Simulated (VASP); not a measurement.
Set up this calculation in VASP 6.6.1, as the native input.

```yaml
Task: single point
Functional: PBE
Potentials_or_basis: VASP PAW PBE potentials, release 64 (Ta_pv, N)
Cutoff: 520 eV
k_mesh: 18 × 18 × 16
Occupations: gaussian, width 0.15 eV
Spin: no spin polarisation
Dipole_correction: no
Further_INCAR_settings: ALGO = Normal; EDIFF = 1e-07; NBANDS = 15
```

The structure of TaN lies in POSCAR:

```
TaN
1.0
    2.8204789041      0.0000000000      0.0000000000
   -1.4102394520      2.6461569136      0.0000000000
    0.0000000000      0.0000000000      2.8830000000
Ta N
1 1
Direct
    0.3333333333      0.6666666667      0.5000000000
    0.0000000000      0.0000000000      0.0000000000
```

This cell differs from its parent crystal: strain -0.0400 x Voigt [1, -1, 0, 0, 0, 0].

These files were run (other wordings do the same):

INCAR

```
SYSTEM = TaN
PREC = Accurate ; ENCUT = 520
EDIFF = 1E-7 ; ISMEAR = 0
SIGMA = 0.15 ; LREAL = .FALSE.
LASPH = .TRUE. ; NELM = 100
ALGO = Normal ; ISIF = 2
LWAVE = .FALSE. ; LCHARG = .FALSE.
GGA = PE ; NBANDS = 15
```

KPOINTS

```
regular mesh
0
G
  18 18 16
  0 0 0
```

Potentials or basis: VASP PAW PBE potentials, release 64 (Ta_pv, N).

Run with:

```bash
$ cat potpaw_PBE.64/Ta_pv/POTCAR potpaw_PBE.64/N/POTCAR > POTCAR
$ mpirun -np 1 vasp_std > vasp.out
```

It gave:

* Pressure: 7.2 GPa
* Largest force: 0.126 eV/Å
* Band gap on the k mesh: zero (band 8 reaches 8.32 eV, above the bottom of band 9 at 8.07 eV)

Caveat: the cell differs from its parent crystal (strain -0.0400 x Voigt [1, -1, 0, 0, 0, 0]); spin-orbit coupling is left out, which moves the levels of the heavy elements.

Wall time 77 s on 1 thread of Intel(R) Xeon(R) 6975P-C (Granite Rapids) (shared host), peak memory 0.36 GiB.
